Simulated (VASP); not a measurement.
ScCu: electric field gradients with LDA

ScCu:

```
Sc Cu
1.0
     3.23415    0.00000    0.00000
     0.00000    3.23415    0.00000
     0.00000    0.00000    3.23415
Sc Cu
1 1
Direct
  0.50000 0.50000 0.50000
  0.00000 0.00000 0.00000
```

This cell differs from its parent crystal: volume scaled by 0.98.

| Quantity | Value |
| --- | --- |
| Program | VASP 6.6.1 |
| Task | electric field gradients |
| Functional | LDA |
| Potentials or basis | VASP PAW LDA potentials, release 64 (Sc_sv, Cu) |
| Cutoff | 520 eV |
| k mesh | 11 × 11 × 11 |
| Occupations | fermi-dirac, width 0.05 eV |
| Spin | no spin polarisation |
| Dipole correction | no |
| Further INCAR settings | ALGO = Normal; EDIFF = 1e-08; NBANDS = 18 |

- Pressure: -5.6 GPa
- Band gap on the k mesh: zero (band 11 reaches 5.95 eV, above the bottom of band 12 at 4.07 eV)

Levels at points of the mesh, in eV from the Fermi level:
```csv
k point,band 9,band 10,band 11,band 12,band 13,band 14
"(0.00, 0.00, 0.00)",-3.09,-3.09,0.48,0.48,3.20,3.20
```

Wall time 21 s on 1 thread of Intel(R) Xeon(R) Platinum 8375C CPU @ 2.90GHz (Ice Lake), on a shared host, peak memory 0.15 GiB.

Caveat: without QUAD_EFG the Cq values of the log hold for a quadrupole moment of 1 mb, not for the nuclei.
